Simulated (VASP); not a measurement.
# TiTe2 (P6/mmm) in VASP: a series of runs

Runs on TiTe2. Level: PBE. Tasks: single point, relaxation of cell and atoms.

Program: VASP 6.6.1. These are calculated values, not measurements. Logs are shortened: lines on timing, memory, paths and dates and some standing lists are left out, and cuts for length are marked.

## 1. The cell of the first run

It takes space group P6/mmm (No. 191, hexagonal). The conventional cell has a = 5.341 Å, b = 5.341 Å, c = 3.067 Å, α = 90.00°, β = 90.00°, γ = 120.00°. Ti (site symmetry 6/mmm) has 2 Ti at 3.07 Å and 12 Te at 3.44 Å within 4.0 Å. Te (site symmetry -6m2) has 5 Te at 3.07 to 3.08 Å and 6 Ti at 3.44 Å within 4.0 Å.

## 2. Single point, PBE

Contents of INCAR:

```
SYSTEM = TiTe2
ALGO = Normal ; EDIFF = 1E-7
ENCUT = 520 ; GGA = PE
ISIF = 2 ; ISMEAR = 0
LASPH = .TRUE. ; LCHARG = .FALSE.
LREAL = .FALSE. ; LWAVE = .FALSE.
NBANDS = 19 ; NELM = 80
PREC = Accurate ; SIGMA = 0.1
```

Contents of KPOINTS:

```
k-points
0
G
  12 12 14
  0 0 0
```

Contents of POSCAR:

```
TiTe2
1.0
    5.3410592648      0.0000000000      0.0000000000
   -2.6705296324      4.6254930065      0.0000000000
    0.0000000000      0.0000000000      3.0673016555
Ti Te
1 2
Direct
    0.0000000000      0.0000000000      0.0000000000
    0.3333333333      0.6666666667      0.5000000000
    0.6666666667      0.3333333333      0.5000000000
```

Potentials or basis: VASP PAW PBE potentials, release 64 (Ti_sv, Te).

Command:

```bash
$ cat potpaw_PBE.64/Ti_sv/POTCAR potpaw_PBE.64/Te/POTCAR > POTCAR
$ mpirun -np 1 vasp_std > vasp.out
```

OUTCAR:

```text
SYSTEM = TiTe2
   EDIFF = 1E-7
   ENCUT = 520
   GGA = PE
   ISIF = 2
   ISMEAR = 0
   LASPH = .TRUE.
   LREAL = .FALSE.
   NELM = 80
   PREC = Accurate

 ion  position               nearest neighbor table
   1  0.000  0.000  0.000-
   2  0.333  0.667  0.500-   3 3.08   3 3.08   3 3.08
   3  0.667  0.333  0.500-   2 3.08   2 3.08   2 3.08

  LATTYP: Found a hexagonal cell.
 ALAT       =     5.3410592648
 C/A-ratio  =     0.5742871411

  Lattice vectors:

 A1 = (   5.3410592648,   0.0000000000,   0.0000000000)
 A2 = (  -2.6705296324,   4.6254930065,   0.0000000000)
 A3 = (   0.0000000000,   0.0000000000,   3.0673016555)

Analysis of symmetry for initial positions (statically):
=====================================================================
 Subroutine PRICEL returns:
 Original cell was already a primitive cell.

 Routine SETGRP: Setting up the symmetry group for a
 hexagonal supercell.

 Subroutine GETGRP returns: Found 24 space group operations
 (whereof 24 operations were pure point group operations)
 out of a pool of 24 trial point group operations.

The static configuration has the point symmetry D_6h.

Analysis of symmetry for dynamics (positions and initial velocities):
=====================================================================
 Subroutine PRICEL returns:
 Original cell was already a primitive cell.

 Routine SETGRP: Setting up the symmetry group for a
 hexagonal supercell.

 Subroutine GETGRP returns: Found 24 space group operations
 (whereof 24 operations were pure point group operations)
 out of a pool of 24 trial point group operations.

The dynamic configuration has the point symmetry D_6h.

 Subroutine INISYM returns: Found 24 space group operations
 (whereof 24 operations are pure point group operations),
 and found     1 'primitive' translations

----------------------------------------------------------------------------------------

                                     Primitive cell

  volume of cell :      75.7778

  direct lattice vectors                    reciprocal lattice vectors
     5.341059265  0.000000000  0.000000000     0.187228778  0.108096585  0.000000000
    -2.670529632  4.625493007  0.000000000     0.000000000  0.216193171  0.000000000
     0.000000000  0.000000000  3.067301656     0.000000000  0.000000000  0.326019450

  length of vectors
     5.341059265  5.341059265  3.067301656     0.216193171  0.216193171  0.326019450

  position of ions in fractional coordinates (direct lattice)
     0.000000000  0.000000000  0.000000000
     0.333333333  0.666666667  0.500000000
     0.666666667  0.333333333  0.500000000

  ion indices of the primitive-cell ions
   primitive index   ion index
                 1           1
                 2           2
                 3           3

----------------------------------------------------------------------------------------

 KPOINTS: k-points

Automatic generation of k-mesh.
 Grid dimensions read from file:
 generate k-points for:   12   12   14

 Generating k-lattice:

  Cartesian coordinates                     Fractional coordinates (reciprocal lattice)
     0.015602398  0.009008049  0.000000000     0.083333333 -0.000000000  0.000000000
     0.000000000  0.018016098  0.000000000     0.000000000  0.083333333  0.000000000
     0.000000000  0.000000000  0.023287104     0.000000000  0.000000000  0.071428571

  Length of vectors
     0.018016098  0.018016098  0.023287104

  Shift w.r.t. Gamma in fractional coordinates (k-lattice)
     0.000000000  0.000000000  0.000000000

 Subroutine IBZKPT returns following result:
 ===========================================

 Found    152 irreducible k-points:

 Following reciprocal coordinates:
            Coordinates               Weight
  0.000000  0.000000  0.000000      1.000000
  0.083333 -0.000000  0.000000      6.000000
  0.166667  0.000000  0.000000      6.000000
  0.250000 -0.000000  0.000000      6.000000
  0.333333  0.000000  0.000000      6.000000
  0.416667 -0.000000  0.000000      6.000000
[... 16 lines left out ...]
  0.250000 -0.000000  0.071429     12.000000
  0.333333  0.000000  0.071429     12.000000
 [... further k-points ...]
   k-points           NKPTS =    152   k-points in BZ     NKDIM =    152   number of bands    NBANDS=     19
   number of dos      NEDOS =    301   number of ions     NIONS =      3
   total plane-waves  NPLWV =  38400
   dimension x,y,z NGX =    40 NGY =   40 NGZ =   24
   dimension x,y,z NGXF=    80 NGYF=   80 NGZF=   48
   ions per type =               1   2
   NGX,Y,Z   is equivalent  to a cutoff of  12.45, 12.45, 13.01 a.u.
   NGXF,Y,Z  is equivalent  to a cutoff of  24.90, 24.90, 26.02 a.u.
 SYSTEM =  TiTe2
   PREC   = accura    normal or accurate (medium, high low for compatibility)
   ISTART =      0    job   : 0-new  1-cont  2-samecut
   ICHARG =      2    charge: 1-file 2-atom 10-const
   ISPIN  =      1    spin polarized calculation?
   LNONCOLLINEAR =      F non collinear calculations
   LSORBIT =      F    spin-orbit coupling
   LASPH  =      T    aspherical Exc in radial PAW
   ENCUT  =  520.0 eV  38.22 Ry    6.18 a.u.   9.93  9.93  5.70*2*pi/ulx,y,z
   NELM   =     80;   NELMIN=  2; NELMDL= -5     # of ELM steps
   EDIFF  = 0.1E-06   stopping-criterion for ELM
   LREAL  =      F    real-space projection
   EDIFFG = 0.1E-05   stopping-criterion for IOM
   NSW    =      0    number of steps for IOM
   IBRION =     -1    ionic relax: 0-MD 1-quasi-New 2-CG
   NFREE  =      0    steps in history (QN), initial steepest desc. (CG)
   ISIF   =      2    stress and relaxation
   ISYM   =      2    0-nonsym 1-usesym 2-fastsym
   POTIM  = 0.5000    time-step for ionic-motion
   TEBEG  =    0.0;   TEEND  =   0.0 temperature during run
   PSTRESS=    0.0 pullay stress
   NELECT =      24.0000    total number of electrons
   NUPDOWN=      -1.0000    fix difference up-down
   EMIN   =  10.00;   EMAX   =-10.00  energy-range for DOS
   EFERMI =   0.00;   METHOD = LEGACY
   ISMEAR =     0;   SIGMA  =   0.10  broadening in eV -4-tet -1-fermi 0-gaus
   EFERMI_NEDOS =   21; number of points for ismear=-14 and -15
   IALGO  =     38    algorithm
   IMIX   =      4    mixing-type and parameters
     AMIX     =   0.40;   BMIX     =  1.00
     AMIX_MAG =   1.60;   BMIX_MAG =  1.00
  volume/ion in A,a.u.               =      25.26       170.46
  Fermi-wavevector in a.u.,A,eV,Ry     =   1.115915  2.108774 16.942889  1.245267
  Thomas-Fermi vector in A             =   2.252525
   LORBIT       =      0    0 simple, 1 ext, 2 COOP (PROOUT), +10 PAW based schemes
   GGA     = PE    functional components
   LHFCALC =     F    Hartree Fock is set to
   AEXX    =    0.0000 exact exchange contribution
   IVDW    =     0    specifies the selected vdW correction
   LEPSILON=     F    determine dielectric tensor
   LRPA    =     F    only Hartree local field effects (RPA)
 non-spin polarized calculation
 Gauss-broadening in eV      SIGMA  =   0.10
  energy-cutoff  :      520.00
  volume of cell :       75.78
 maximum number of plane-waves:      2061
 NGX is ok and might be reduce to    40
   NGX = 19   NGY = 19   NGZ = 11

 number of electron      24.0000006 magnetization

 Free energy of the ion-electron system (eV)
  ---------------------------------------------------
  ext. energy  EPLUGINS =         0.00000000
  ---------------------------------------------------
  free energy    TOTEN  =       -12.89671590 eV

  energy without entropy =      -12.87885085  energy(sigma->0) =      -12.88778337

 E-fermi :   8.6491     XC(G=0): -10.3078

 val. band max:        8.6437131730   @ k =   0.3333   0.0833   0.5000
 cond. band min:       8.6491329861   @ k =   0.2500   0.1667   0.3571
 fundamental gap:      0.0054198131
 Fermi energy:         8.6491065672

 k-point     1 :       0.0000    0.0000    0.0000
  band No.  band energies     occupation
      1     -49.1711      2.00000
      2     -25.5140      2.00000
      3     -25.5140      2.00000
      4     -25.1347      2.00000
      5      -5.8186      2.00000
      6      -2.4200      2.00000
[... 11 lines left out ...]
     18      12.7275      0.00000
     19      15.0776      0.00000

 k-point     2 :       0.0833   -0.0000    0.0000
  band No.  band energies     occupation
      1     -49.1711      2.00000
      2     -25.5140      2.00000
      3     -25.5140      2.00000
      4     -25.1347      2.00000
      5      -5.7827      2.00000
      6      -2.5158      2.00000
[... 11 lines left out ...]
     18      12.6690      0.00000
     19      14.9857      0.00000

 k-point     3 :       0.1667    0.0000    0.0000
  band No.  band energies     occupation
      1     -49.1711      2.00000
      2     -25.5142      2.00000
      3     -25.5140      2.00000
      4     -25.1347      2.00000
      5      -5.6768      2.00000
      6      -2.7727      2.00000
[... 11 lines left out ...]
     18      12.5086      0.00000
     19      14.3067      0.00000

 k-point     4 :       0.2500   -0.0000    0.0000
  band No.  band energies     occupation
      1     -49.1711      2.00000
      2     -25.5143      2.00000
      3     -25.5141      2.00000
      4     -25.1347      2.00000
      5      -5.5073      2.00000
      6      -3.1248      2.00000
[... 11 lines left out ...]
     18      12.2824      0.00000
     19      13.2624      0.00000

 k-point     5 :       0.3333    0.0000    0.0000
  band No.  band energies     occupation
      1     -49.1711      2.00000
      2     -25.5145      2.00000
      3     -25.5141      2.00000
      4     -25.1347      2.00000
      5      -5.2888      2.00000
      6      -3.5051      2.00000
[... 11 lines left out ...]
     18      12.0287      0.00000
     19      12.8446      0.00000

 k-point     6 :       0.4167   -0.0000    0.0000
  band No.  band energies     occupation
      1     -49.1711      2.00000
      2     -25.5146      2.00000
      3     -25.5141      2.00000
      4     -25.1346      2.00000
      5      -5.0606      2.00000
      6      -3.8414      2.00000
[... 11 lines left out ...]
     18      11.7780      0.00000
     19      12.5558      0.00000

 k-point     7 :       0.5000   -0.0000    0.0000
  band No.  band energies     occupation
      1     -49.1711      2.00000
      2     -25.5147      2.00000
      3     -25.5142      2.00000
      4     -25.1347      2.00000
      5      -4.9413      2.00000
      6      -3.9983      2.00000
[... 11 lines left out ...]
     18      11.6114      0.00000
     19      12.1548      0.00000

 k-point     8 :       0.0833    0.0833    0.0000
  band No.  band energies     occupation
      1     -49.1711      2.00000
      2     -25.5141      2.00000
      3     -25.5140      2.00000
      4     -25.1347      2.00000
      5      -5.7118      2.00000
      6      -2.6915      2.00000
[... 256 lines left out ...]
 k-point    20 :       0.0000    0.0000    0.0714
  band No.  band energies     occupation
      1     -49.1701      2.00000
      2     -25.5129      2.00000
      3     -25.5129      2.00000
      4     -25.1449      2.00000
      5      -5.7457      2.00000
      6      -2.3461      2.00000
[... 11 lines left out ...]
     18      12.0389      0.00000
     19      15.9410      0.00000

 k-point    21 :       0.0833   -0.0000    0.0714
  band No.  band energies     occupation
      1     -49.1701      2.00000
      2     -25.5130      2.00000
      3     -25.5129      2.00000
      4     -25.1449      2.00000
      5      -5.7099      2.00000
      6      -2.4419      2.00000
[... 11 lines left out ...]
     18      11.9801      0.00000
     19      15.5026      0.00000

 k-point    22 :       0.1667    0.0000    0.0714
  band No.  band energies     occupation
      1     -49.1701      2.00000
      2     -25.5131      2.00000
      3     -25.5130      2.00000
      4     -25.1449      2.00000
      5      -5.6042      2.00000
      6      -2.6990      2.00000
[... 11 lines left out ...]
     18      11.8202      0.00000
     19      14.4723      0.00000

 k-point    23 :       0.2500   -0.0000    0.0714
  band No.  band energies     occupation
      1     -49.1701      2.00000
      2     -25.5133      2.00000
      3     -25.5130      2.00000
      4     -25.1448      2.00000
      5      -5.4350      2.00000
      6      -3.0514      2.00000
[... 11 lines left out ...]
     18      11.6002      0.00000
     19      13.3847      0.00000

 k-point    24 :       0.3333    0.0000    0.0714
  band No.  band energies     occupation
      1     -49.1701      2.00000
      2     -25.5135      2.00000
      3     -25.5131      2.00000
      4     -25.1448      2.00000
      5      -5.2169      2.00000
      6      -3.4319      2.00000
[... 11 lines left out ...]
     18      11.5857      0.00000
     19      13.0121      0.00000

 [... further k-points ...]

------------------------ aborting loop because EDIFF is reached ----------------------------------------

  FORCE on cell =-STRESS in cart. coord.  units (eV):
  Direction    XX          YY          ZZ          XY          YZ          ZX
  --------------------------------------------------------------------------------------
  -------------------------------------------------------------------------------------
  Total        0.0030534      0.0030534      0.0196053      0.0000000     -0.0000000      0.0000000
  in kB        0.0645594      0.0645594      0.4145163      0.0000000     -0.0000000      0.0000000
  external PRESSURE =       0.1812117 kB  Pullay stress =       0.0000000 kB

 VOLUME and BASIS-vectors are now :
 -----------------------------------------------------------------------------
  energy-cutoff  :      520.00
  volume of cell :       75.78
      direct lattice vectors                 reciprocal lattice vectors
     5.341059265  0.000000000  0.000000000     0.187228778  0.108096585  0.000000000
    -2.670529632  4.625493007  0.000000000     0.000000000  0.216193171  0.000000000
     0.000000000  0.000000000  3.067301656     0.000000000  0.000000000  0.326019450

 POSITION                                       TOTAL-FORCE (eV/Angst)
 -----------------------------------------------------------------------------------
      0.00000      0.00000      0.00000         0.000000     -0.000000      0.000000
     -0.00000      3.08366      1.53365         0.000000      0.000000      0.000000
      2.67053      1.54183      1.53365        -0.000000     -0.000000      0.000000
 -----------------------------------------------------------------------------------
    total drift:                                0.000000     -0.000000      0.000000

  FREE ENERGIE OF THE ION-ELECTRON SYSTEM (eV)
  ---------------------------------------------------
  free  energy   TOTEN  =       -12.8967158976 eV

  energy  without entropy=      -12.8788508482  energy(sigma->0) =      -12.88778337
```

Wall time 5.8 min (1 thread of Intel Xeon 8259CL, shared host); peak memory 0.35 GiB.

Results:

```yaml
Free_energy: -12.8967 eV
Pressure: 0.0 GPa
Band_gap_on_the_k_mesh: zero (bands 12 and 13 overlap by 1.24 eV)
```

Levels at points of the mesh, in eV from the Fermi level:
```csv
k point,band 10,band 11,band 12,band 13,band 14,band 15
"(0.00, 0.00, 0.00)",-2.77,-1.79,0.87,0.88,0.88,1.13
"(0.50, 0.00, 0.00)",-1.33,-1.13,0.14,0.72,1.12,2.04
"(0.00, 0.00, 0.50)",-3.65,-2.13,-2.13,-0.37,-0.37,1.55
"(0.50, 0.00, 0.50)",-3.09,-0.51,-0.18,0.16,0.32,0.80
```

Caveat: spin-orbit coupling is left out, which moves the levels of the heavy elements.

(Continued in part 2 of 2.)
